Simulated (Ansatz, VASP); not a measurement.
## Two plane-wave programs on P

```xyz
4
Lattice="1.6751 -5.4733 0.0000 1.6204 5.4568 0.0000 0.0000 0.0000 4.5436" Properties=species:S:1:pos:R:3 pbc="T T T"
P     1.6698   -4.4256    2.6754
P     1.6257    4.4091    1.8683
P     1.6530   -1.0560    0.4035
P     1.6425    1.0395    4.1401
```

Alike in both runs: task single point; functional PBE; k mesh 7 × 7 × 5; occupations fermi-dirac, width 0.05 eV; no spin polarisation.

|  | VASP | Ansatz |
| --- | --- | --- |
| version | VASP 6.6.1 | Ansatz 0.2.0 |
| potentials or method | VASP PAW PBE potentials, release 64 (P) | Ansatz PAW |
| plane-wave cutoff (eV) | 520 | 420 |
| valence electrons in the cell | 20 | 20 |

```tsv
	VASP	Ansatz	Ansatz less VASP
gap on the k mesh at the Fermi level (eV)	0.30	0.28	-0.015
least direct gap on the mesh (eV)	0.30	0.28	-0.015
pressure (GPa)	1.7	2.0	+0.33
traceless stress, the component that is largest in VASP (GPa)	0.42	0.42	-0.004
rms of the force components (eV/Å)	0.167	0.196	+0.0284
```

Atom by atom the forces differ by 0.031 eV/Å (rms over components). The functional is the same, so the differences come from potentials, cutoffs and numerics.

Noted on Ansatz's run: odd divisions of the mesh miss points on the zone boundary, where band edges often lie, so the gap on the mesh can be too wide.
